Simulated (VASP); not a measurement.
# InAs (F-43m) in VASP: a series of runs, part 2 of 2

VASP 6.6.1.

**3. Relaxation of cell and atoms, PBEsol, target pressure 4 GPa, at which the enthalpy is minimised**

This run uses another cell than the first one, of 28.20 Å³/atom.

File INCAR:

```
ALGO     = Normal         # electronic algorithm
EDIFF    = 1E-6           # SCF threshold, eV
EDIFFG   = -0.001         # ionic threshold
ENCUT    = 600            # plane-wave cutoff, eV
GGA      = PS             # functional
IBRION   = 2              # ionic algorithm
ISIF     = 3              # what is computed and relaxed
ISMEAR   = -1             # smearing method
LASPH    = True           # aspherical terms in the spheres
LCHARG   = False          # write CHGCAR
LREAL    = False          # projectors in reciprocal space
LWAVE    = False          # write WAVECAR
NELM     = 60             # most SCF steps
NSW      = 80             # ionic steps
PREC     = Accurate       # precision mode
PSTRESS  = 40.0         
SIGMA    = 0.15           # smearing width, eV
```

File KPOINTS:

```
k-points
0
Gamma
  12 12 12
```

File POSCAR:

```
InAs
1.0
    0.0000000000      3.0437329617      3.0437329617
    3.0437329617      0.0000000000      3.0437329617
    3.0437329617      3.0437329617      0.0000000000
In As
1 1
Direct
    0.0000000000      0.0000000000      0.0000000000
    0.7500000000      0.7500000000      0.7500000000
```

Potentials or basis: VASP PAW PBE potentials, release 64 (In_d, As).

The run is started by

```console
> cat potpaw_PBE.64/In_d/POTCAR potpaw_PBE.64/As/POTCAR > POTCAR
> mpirun -np 1 vasp_std > vasp.out
```

OUTCAR:

```text
EDIFF = 1E-6
   EDIFFG = -0.001
   ENCUT = 600
   GGA = PS
   IBRION = 2
   ISIF = 3
   ISMEAR = -1
   LASPH = True
   LREAL = False
   NELM = 60
   NSW = 80
   PREC = Accurate
   PSTRESS = 40.0

 ion  position               nearest neighbor table
   1  0.000  0.000  0.000-   2 2.64   2 2.64   2 2.64   2 2.64
   2  0.750  0.750  0.750-   1 2.64   1 2.64   1 2.64   1 2.64

  LATTYP: Found a face centered cubic cell.
 ALAT       =     6.0874659234

  Lattice vectors:

 A1 = (   0.0000000000,   3.0437329617,   3.0437329617)
 A2 = (   3.0437329617,   0.0000000000,   3.0437329617)
 A3 = (   3.0437329617,   3.0437329617,   0.0000000000)

Analysis of symmetry for initial positions (statically):
=====================================================================
 Subroutine PRICEL returns:
 Original cell was already a primitive cell.

 Routine SETGRP: Setting up the symmetry group for a
 face centered cubic supercell.

 Subroutine GETGRP returns: Found 24 space group operations
 (whereof 24 operations were pure point group operations)
 out of a pool of 48 trial point group operations.

The static configuration has the point symmetry T_d .

Analysis of symmetry for dynamics (positions and initial velocities):
=====================================================================
 Subroutine PRICEL returns:
 Original cell was already a primitive cell.

 Routine SETGRP: Setting up the symmetry group for a
 face centered cubic supercell.

 Subroutine GETGRP returns: Found 24 space group operations
 (whereof 24 operations were pure point group operations)
 out of a pool of 48 trial point group operations.

The dynamic configuration has the point symmetry T_d .

 Subroutine INISYM returns: Found 24 space group operations
 (whereof 24 operations are pure point group operations),
 and found     1 'primitive' translations

----------------------------------------------------------------------------------------

                                     Primitive cell

  volume of cell :      56.3962

  direct lattice vectors                    reciprocal lattice vectors
[... 97 lines left out ...]
   PSTRESS=   40.0 pullay stress
   NELECT =      18.0000    total number of electrons
   NUPDOWN=      -1.0000    fix difference up-down
   EMIN   =  10.00;   EMAX   =-10.00  energy-range for DOS
   EFERMI =   0.00;   METHOD = LEGACY
   ISMEAR =    -1;   SIGMA  =   0.15  broadening in eV -4-tet -1-fermi 0-gaus
   EFERMI_NEDOS =   21; number of points for ismear=-14 and -15
   IALGO  =     38    algorithm
   IMIX   =      4    mixing-type and parameters
     AMIX     =   0.40;   BMIX     =  1.00
     AMIX_MAG =   1.60;   BMIX_MAG =  1.00
  volume/ion in A,a.u.               =      28.20       190.29
  Fermi-wavevector in a.u.,A,eV,Ry     =   1.118791  2.114209 17.030333  1.251694
  Thomas-Fermi vector in A             =   2.255425
   LORBIT       =      0    0 simple, 1 ext, 2 COOP (PROOUT), +10 PAW based schemes
   GGA     = PS    functional components
   LHFCALC =     F    Hartree Fock is set to
   AEXX    =    0.0000 exact exchange contribution
   IVDW    =     0    specifies the selected vdW correction
   LEPSILON=     F    determine dielectric tensor
   LRPA    =     F    only Hartree local field effects (RPA)
 conjugate gradient relaxation of ions
 non-spin polarized calculation
  energy-cutoff  :      600.00
  volume of cell :       56.40
 maximum number of plane-waves:      1900
   NGX = 17   NGY = 17   NGZ = 17

--------------------------------------- Ionic step        1  -------------------------------------------

 number of electron      18.0000004 magnetization

 Free energy of the ion-electron system (eV)
  ---------------------------------------------------
  ext. energy  EPLUGINS =         0.00000000
  ---------------------------------------------------
  free energy    TOTEN  =        -8.49207840 eV

  energy without entropy =       -8.48846507  energy(sigma->0) =       -8.49027173

 E-fermi :   4.5405     XC(G=0):  -9.1976

 val. band max:        4.1713842080   @ k =   0.0000   0.0000   0.0000
 cond. band min:       4.8859515468   @ k =   0.0833   0.0000   0.0000
 fundamental gap:      0.7145673388
 Fermi energy:         4.5405040270

 k-point     1 :       0.0000    0.0000    0.0000
  band No.  band energies     occupation
      1     -10.1188      2.00000
      2     -10.1188      2.00000
      3     -10.1188      2.00000
      4      -9.9989      2.00000
      5      -9.9989      2.00000
      6      -7.5908      2.00000
      7       3.7883      1.98680
      8       4.1714      1.84270
      9       4.1714      1.84270
     10       4.1714      1.84270
     11       8.0200      0.00000
     12       8.0200      0.00000
     13       8.0200      0.00000
[... 671 lines left out ...]
--------------------------------------- Ionic step        9  -------------------------------------------

 number of electron      17.9999999 magnetization

 Free energy of the ion-electron system (eV)
  ---------------------------------------------------
  ext. energy  EPLUGINS =         0.00000000
  ---------------------------------------------------
  free energy    TOTEN  =        -8.45209057 eV

  energy without entropy =       -8.44970540  energy(sigma->0) =       -8.45089798

 E-fermi :   5.1980     XC(G=0):  -9.4604

 val. band max:        4.7882808851   @ k =   0.0000   0.0000   0.0000
 cond. band min:       5.6837643677   @ k =   0.0833   0.0000   0.0000
 fundamental gap:      0.8954834826
 Fermi energy:         5.1980421316

 k-point     1 :       0.0000    0.0000    0.0000
  band No.  band energies     occupation
      1      -9.6346      2.00000
      2      -9.6346      2.00000
      3      -9.6346      2.00000
      4      -9.4887      2.00000
      5      -9.4887      2.00000
      6      -7.3718      2.00000
      7       4.7089      1.92614
      8       4.7883      1.87775
      9       4.7883      1.87775
     10       4.7883      1.87775
     11       8.6585      0.00000
     12       8.6585      0.00000
     13       8.6585      0.00000
[... 401 lines left out ...]
  energy  without entropy=       -8.4497054021  energy(sigma->0) =       -8.45089798

  enthalpy is  TOTEN    =        -7.1262087866 eV   P V=        1.3258817794

 reached required accuracy - stopping structural energy minimisation
```

OSZICAR:

```text
N       E                     dE             d eps       ncg     rms          rms(c)
DAV:   1     0.118641659967E+03    0.11864E+03   -0.91563E+03  1877   0.164E+03
DAV:   2     0.530270453109E+00   -0.11811E+03   -0.11474E+03  1927   0.344E+02
DAV:   3    -0.852945706782E+01   -0.90597E+01   -0.89442E+01  2470   0.968E+01
DAV:   4    -0.877198583198E+01   -0.24253E+00   -0.24236E+00  2126   0.172E+01
[... 59 lines left out ...]
   8 F= -.71262088E+01 E0= -.71250154E+01  d E =-.128467E-04
       N       E                     dE             d eps       ncg     rms          rms(c)
DAV:   1    -0.845209193634E+01    0.11989E-03   -0.28302E-05  2087   0.118E-01    0.725E-03
DAV:   2    -0.845209068502E+01    0.12513E-05   -0.24438E-06  1527   0.408E-02    0.261E-03
DAV:   3    -0.845209056593E+01    0.11909E-06   -0.57465E-07   941   0.182E-02
   9 F= -.71262088E+01 E0= -.71250162E+01  d E =-.128083E-04
```

CONTCAR:

```text
InAs
   1.00000000000000
    -0.0000000000000000    2.9833792579418472    2.9833792579418472
     2.9833792579418472   -0.0000000000000000    2.9833792579418472
     2.9833792579418472    2.9833792579418472    0.0000000000000000
  In              As
     1     1
Direct
     0.0000000000000000    0.0000000000000000    0.0000000000000000
     0.7500000000000000    0.7500000000000000    0.7500000000000000

  0.00000000E+00  0.00000000E+00  0.00000000E+00
  0.00000000E+00  0.00000000E+00  0.00000000E+00
```

Run time: 7.1 min. Hardware: 1 thread of Intel Xeon 8259CL, shared host; peak memory 0.27 GiB.

What came out:

* Free energy: -8.4521 eV
* Relaxed volume: 26.55 Å³/atom
* Relaxed cell: a = 4.219 Å, b = 4.219 Å, c = 4.219 Å, α = 60.00°, β = 60.00°, γ = 60.00°
* Space group after relaxing (to 0.1 Å): F-43m (No. 216)
* Energy change on relaxing (the run minimises the enthalpy): +20.0 meV/atom
* Ionic steps: 9
* Pressure after relaxing: 4.0 GPa
* Band gap on the k mesh: zero (filled and empty bands touch)

The path:
| step | energy change (eV) | largest force (eV/Å) | pressure (GPa) | volume (Å³) |
| --- | --- | --- | --- | --- |
| 1 | 0.0000 | 0.0000 | 0.11 | 56.40 |
| 2 | 0.1137 | 0.0000 | 7.29 | 50.99 |
| 3 | 0.0397 | 0.0000 | 3.98 | 53.12 |
| 4 | 0.0413 | 0.0000 | 4.09 | 53.05 |
| 5 | 0.0387 | 0.0000 | 3.94 | 53.16 |
| 6 | 0.0401 | 0.0000 | 4.02 | 53.10 |
| 7 | 0.0398 | 0.0000 | 3.99 | 53.12 |
| 8 | 0.0399 | 0.0000 | 3.98 | 53.11 |
| 9 | 0.0400 | 0.0000 | 4.01 | 53.11 |

Final structure:
```
CELL_PARAMETERS angstrom
0.00000 2.98338 2.98338
2.98338 0.00000 2.98338
2.98338 2.98338 0.00000
ATOMIC_POSITIONS crystal
In 0.00000 0.00000 0.00000
As 0.75000 0.75000 0.75000
```

Caveat: the cell is relaxed towards a set pressure, so the run minimises the enthalpy, not the energy; semilocal functionals underestimate gaps, and a narrow one can read as zero; the PAW data sets were made with another functional, which shifts forces and pressure a little; spin-orbit coupling is left out, which moves the levels of the heavy elements.

**4. Single point, PBEsol**

This run uses another cell than the first one, of 19.37 Å³/atom.

File INCAR:

```
PREC = Accurate
ENCUT = 520
EDIFF = 1E-6
ISMEAR = -1
SIGMA = 0.15
LREAL = F
LASPH = T
NELM = 100
ALGO = Normal
ISIF = 2
LWAVE = F
LCHARG = T
GGA = PS
LELF = T
LVHAR = T
NBANDS = 16
```

File KPOINTS:

```
regular mesh
0
Gamma
  12 12 12
```

File POSCAR:

```
InAs
1.0
    0.0000000000      2.6854369708      2.6854369708
    2.6854369708      0.0000000000      2.6854369708
    2.6854369708      2.6854369708      0.0000000000
In As
1 1
Direct
    0.0000000000      0.0000000000      0.0000000000
    0.7500000000      0.7500000000      0.7500000000
```

The run is started by

```console
> cat potpaw_PBE.64/In_d/POTCAR potpaw_PBE.64/As/POTCAR > POTCAR
> mpirun -np 1 vasp_std > vasp.out
```

Wall time 83 s (1 thread of AMD EPYC 7R43 (Zen 3), shared host); peak memory 0.15 GiB.

The run converged. Its results:

```yaml
Free_energy: -6.5210 eV
Pressure: 50.4 GPa
Band_gap_on_the_k_mesh: 0.63 eV (least direct gap 1.41 eV)
```

Levels at points of the mesh, in eV from the valence-band top:
```tsv
k point	band 5	band 6	band 7	band 8	band 9	band 10	band 11	band 12	band 13	band 14
(0.00, 0.00, 0.00)	-15.36	-14.94	0.00	0.00	0.00	1.41	3.79	3.79	3.79	8.66
(0.50, 0.00, 0.00)	-15.34	-11.95	-8.26	-1.70	-1.70	1.63	4.58	4.58	6.62	11.01
(0.50, 0.50, 0.00)	-15.29	-11.01	-7.86	-3.91	-3.91	0.63	1.65	11.72	11.78	11.78
```

Caveat: the cell stands under pressure; semilocal functionals underestimate gaps, and a narrow one can read as zero; the PAW data sets were made with another functional, which shifts forces and pressure a little; spin-orbit coupling is left out, which moves the levels of the heavy elements. A k mesh can miss the band edges.

**5. Relaxation of cell and atoms, PBEsol, target pressure 50 GPa, at which the enthalpy is minimised**

This run uses another cell than the first one, of 28.20 Å³/atom.

File INCAR:

```
PREC = Accurate
ENCUT = 600
EDIFF = 1E-6
ISMEAR = -1
SIGMA = 0.15
LREAL = F
LASPH = T
NELM = 80
ALGO = Normal
ISIF = 3
LWAVE = F
LCHARG = F
GGA = PS
IBRION = 2
NSW = 80
EDIFFG = -0.001
PSTRESS = 500.0
```

KPOINTS is that of step 4.

File POSCAR:

```
InAs
1.0
    0.0000000000      3.0437329611      3.0437329611
    3.0437329611      0.0000000000      3.0437329611
    3.0437329611      3.0437329611      0.0000000000
In As
1 1
Direct
    0.0000000000      0.0000000000      0.0000000000
    0.7500000000      0.7500000000      0.7500000000
```

The run is started by

```console
> cat potpaw_PBE.64/In_d/POTCAR potpaw_PBE.64/As/POTCAR > POTCAR
> mpirun -np 1 vasp_std > vasp.out
```

It took 17 min on 1 thread of AMD EPYC 7R43 (Zen 3), shared host; peak memory 0.25 GiB.

Results (log left out):

```
Free energy                                                : -6.5447 eV
Relaxed volume                                             : 19.40 Å³/atom
Relaxed cell                                               : a = 3.800 Å, b = 3.800 Å, c = 3.800 Å, α = 60.00°, β = 60.00°, γ = 60.00°
Space group after relaxing (to 0.1 Å)                      : F-43m (No. 216)
Energy change on relaxing (the run minimises the enthalpy) : +973.7 meV/atom
Ionic steps                                                : 22
Pressure after relaxing                                    : 50.0 GPa
Band gap on the k mesh                                     : 0.63 eV (least direct gap 1.40 eV)
```

The path:
```tsv
step	energy change (eV)	largest force (eV/Å)	pressure (GPa)	volume (Å³)
1	0.0000	0.0000	0.11	56.40
2	113.8958	0.0000	3340.45	10.80
3	0.1002	0.0000	6.76	51.30
4	0.3267	0.0000	13.99	47.72
5	2.5145	0.0000	61.45	37.17
6	1.8495	0.0000	48.00	39.12
7	1.9438	0.0000	49.93	38.82
8	2.0417	0.0000	51.92	38.51
9	1.7063	0.0000	45.07	39.62
10	1.9478	0.0000	49.99	38.80
11	1.9496	0.0000	50.04	38.80
12	1.9494	0.0000	50.03	38.80
13	1.9491	0.0000	50.03	38.80
14	1.9491	0.0000	50.02	38.80
15	1.9491	0.0000	50.02	38.80
16	1.9490	0.0000	50.02	38.80
17	1.9490	0.0000	50.02	38.80
18	1.9488	0.0000	50.02	38.80
19	1.9484	0.0000	50.02	38.80
20	1.9476	0.0000	50.01	38.80
21	1.9461	0.0000	49.95	38.81
22	1.9473	0.0000	49.99	38.80
```

Final structure:
```xyz
2
Lattice="0.0000 2.6871 2.6871 2.6871 0.0000 2.6871 2.6871 2.6871 0.0000" Properties=species:S:1:pos:R:3 pbc="T T T"
In    0.0000    0.0000    0.0000
As    4.0306    4.0306    4.0306
```

Levels at points of the mesh, in eV from the valence-band top:
```csv
k point,band 5,band 6,band 7,band 8,band 9,band 10,band 11,band 12,band 13
"(0.00, 0.00, 0.00)",-15.35,-14.92,0.00,0.00,0.00,1.40,3.79,3.79,3.79
"(0.50, 0.00, 0.00)",-15.33,-11.94,-8.25,-1.69,-1.69,1.63,4.59,4.59,6.62
"(0.50, 0.50, 0.00)",-15.28,-11.00,-7.85,-3.90,-3.90,0.63,1.65,11.71,11.76
```

Caveat: the cell is relaxed towards a set pressure, so the run minimises the enthalpy, not the energy; the volume moved by over 15 % at a fixed basis, so the end points are rough; semilocal functionals underestimate gaps, and a narrow one can read as zero; the PAW data sets were made with another functional, which shifts forces and pressure a little; spin-orbit coupling is left out, which moves the levels of the heavy elements. A k mesh can miss the band edges.

**6. The runs side by side**

```tsv
task	cell	cutoff (eV)	gap on the mesh (eV)	pressure (GPa)
single point	a = 4.216 Å, angles 60.0°, 2 atoms	520	none	4.1
relaxation of cell and atoms	relaxed to 4 GPa from a = 4.304 Å, angles 60.0°, 2 atoms	600	none	4.0
single point	a = 3.798 Å, angles 60.0°, 2 atoms	520	0.63	50.4
relaxation of cell and atoms	relaxed to 50 GPa from a = 4.304 Å, angles 60.0°, 2 atoms	600	0.63	50.0
```

Alike in all rows: level PBEsol; potentials or basis VASP PAW PBE potentials, release 64 (In_d, As); no spin polarisation; k mesh 12 × 12 × 12; smearing fermi-dirac 0.15 eV.

Caveats: semilocal functionals underestimate gaps, and a narrow one can read as zero; the PAW data sets were made with another functional, which shifts forces and pressure a little; spin-orbit coupling is left out, which moves the levels of the heavy elements; the cell stands under pressure (at least some runs); the cell is relaxed towards a set pressure, so the run minimises the enthalpy, not the energy (at least some runs); the volume moved by over 15 % at a fixed basis, so the end points are rough (at least some runs).

Absolute energies hang on the potentials; compare differences alone.

The gap in the log of VASP goes by the Fermi energy; the results here count the filled bands.